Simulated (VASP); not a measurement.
Runs of VASP 6.6.1 on Sn2Te3Pt. The structure is that of space group P4/mmm (No. 123), or close to it. The cells are those of the table. 

```tsv
task	cell	k mesh	cutoff (eV)	gap on the mesh (eV)	pressure (GPa)	relaxed volume (Å³/atom)	largest force (eV/Å)
relaxation of cell and atoms	relaxed from a = 3.687, b = 3.687, c = 11.453 Å, 6 atoms	6 × 6 × 2	600	-	0.0	25.81	0.03
relaxation of cell and atoms	relaxed from a = 3.814, b = 3.814, c = 11.548 Å, 6 atoms	4 × 4 × 2	600	none	-0.2	25.96	0.03
single point	a = 3.687, b = 3.687, c = 11.453 Å, 6 atoms	4 × 4 × 2	520	none	-0.2	-	0.03
single point	a = 3.687, b = 3.687, c = 11.408 Å, 6 atoms	6 × 6 × 2	520	none	-0.2	-	0.04
single point	a = 3.670, b = 3.670, c = 11.530 Å, 6 atoms	10 × 10 × 4	520	none	-0.1	-	(a)
single point	a = 3.814, b = 3.814, c = 11.548 Å, 6 atoms	4 × 4 × 2	520	none	-4.1	-	(b)
```

Alike in all rows: level PBE; potentials or basis VASP PAW PBE potentials, release 64 (Sn_d, Te, Pt); no spin polarisation; smearing gaussian 0.1 eV.

Q: Fill in the values left out.

A: (a) 0.01; (b) 1.42.

Caveats: some runs use coarse meshes; spin-orbit coupling is left out, which moves the levels of the heavy elements; the bands computed are all filled at some k points, so no gap is given (some runs); forces of over 1 eV/Å act on the atoms, so gaps and moduli don't describe the material at rest (some runs).

A k mesh can miss the band edges, and the runs leave out spin-orbit coupling on Pt, Sn, Te.

A gap of «none» marks levels without a gap at the run's occupations.
